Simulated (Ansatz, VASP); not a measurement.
# One calculation of KI, two programs

Contents of INCAR:

```
SYSTEM = KI
PREC = Accurate
ENCUT = 520
EDIFF = 1E-7
ISMEAR = 0
SIGMA = 0.01
LREAL = .FALSE.
LASPH = .TRUE.
NELM = 100
ALGO = Normal
ISIF = 2
LWAVE = .FALSE.
LCHARG = .TRUE.
GGA = CA
LELF = .TRUE.
LVHAR = .TRUE.
NBANDS = 15
```

Contents of KPOINTS:

```
regular mesh
0
G
  6 6 6
  0 0 0
```

Contents of POSCAR:

```
KI
1.0
    0.0000000000      3.4285335435      3.4285335435
    3.4285335435      0.0000000000      3.4285335435
    3.4285335435      3.4285335435      0.0000000000
K I
1 1
Direct
    0.0000000000      0.0000000000      0.0000000000
    0.5000000000      0.5000000000      0.5000000000
```

Input for Ansatz:

```yaml
crystal:
  lattice:
    - [0.0, 3.42853354353, 3.42853354353]
    - [3.42853354353, 0.0, 3.42853354353]
    - [3.42853354353, 3.42853354353, 0.0]
  atoms:
    - { symbol: K, position: [0.0, 0.0, 0.0] }
    - { symbol: I, position: [0.5, 0.5, 0.5] }
kpoints:
  mp_grid: { grid: [6, 6, 6] }
scf:
  occupations: { method: fixed }
  convergence: { dr2_threshold: 1.0e-10 }
hamiltonian:
  xc: lda
  pseudopotentials: { kind: all_electron, lapw: { basis_error: 0.0005 } }
output:
  forces: true
  stress: true
  eigenstates:
    kpoints:
      - [0.0, 0.0, 0.0]
      - [0.0, -0.5, -0.5]
      - [-0.5, 0.0, -0.5]
      - [-0.5, -0.5, 0.0]
      - [-0.5, 0.0, 0.0]
      - [0.0, -0.5, 0.0]
      - [0.0, 0.0, -0.5]
      - [-0.5, -0.5, -0.5]
  eigenvalues: true
```

Alike in both runs: task single point; functional LDA; k mesh 6 × 6 × 6; no spin polarisation.

|  | VASP | Ansatz |
| --- | --- | --- |
| version | VASP 6.6.1 | Ansatz 0.2.0 |
| potentials or method | VASP PAW LDA potentials, release 64 (K_sv, I), cutoff 520 eV | all-electron LAPW, scalar-relativistic |
| occupations | gaussian, width 0.01 eV | fixed |

Ansatz gave:

| Quantity | Value |
| --- | --- |
| gap on the k mesh at the Fermi level (eV) | 3.82 |
| pressure (GPa) | -0.3 |

Problem. What did VASP give for the same quantities?

Solution. gap on the k mesh at the Fermi level (eV): 3.83; pressure (GPa): -0.2.

LDA's correlation is that of Perdew and Zunger in VASP and of Perdew and Wang (1992) in Ansatz. Ansatz ran all-electron here, and VASP with PAW potentials.

Spin-orbit coupling is off throughout.
